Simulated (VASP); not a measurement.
Here is a VASP 6.6.1 calculation.

File INCAR:

```
  ALGO = Normal
  EDIFF = 1E-6
  ENCUT = 520
  GGA = PS
  ISIF = 2
  ISMEAR = 0
  IVDW = 12
  LASPH = T
  LCHARG = F
  LREAL = F
  LWAVE = F
  NBANDS = 20
  NELM = 100
  PREC = Accurate
  SIGMA = 0.05
```

The input KPOINTS:

```
k-points
0
Gamma
  12 12 2
```

File POSCAR:

```
WSe2
1.0
    3.3179375931      0.0000000000      0.0000000000
   -1.6589687966      2.8303169701      0.0000000000
    0.0000000000      0.0000000000     16.6581424200
W Se
1 2
Direct
    0.0000000000      0.0000000000      0.0000000000
    0.3333333333      0.6666666667      0.0997865200
    0.3333333333      0.6666666667      0.9002134800
```

Potentials or basis: VASP PAW PBE potentials, release 64 (W_sv, Se).

Launch:

```console
$ cat potpaw_PBE.64/W_sv/POTCAR potpaw_PBE.64/Se/POTCAR > POTCAR
$ mpirun -np 1 vasp_std > vasp.out
```

Task: Estimate the largest force.

Result: 0.118 eV/Å.

Task: Estimate the dispersion energy per atom.

Result: -0.285 eV.

Forces on the atoms (eV/Å):
```
W    0.000 -0.118  0.000
Se   0.000  0.059  0.033
Se   0.000  0.059 -0.033
```

Caveat: the cell differs from its parent crystal (strain -0.0150 x Voigt [0, 1, 0, 0, 0, 0]); there is no dipole correction, which matters where the two faces differ; the PAW data sets were made with another functional, which shifts forces and pressure a little.
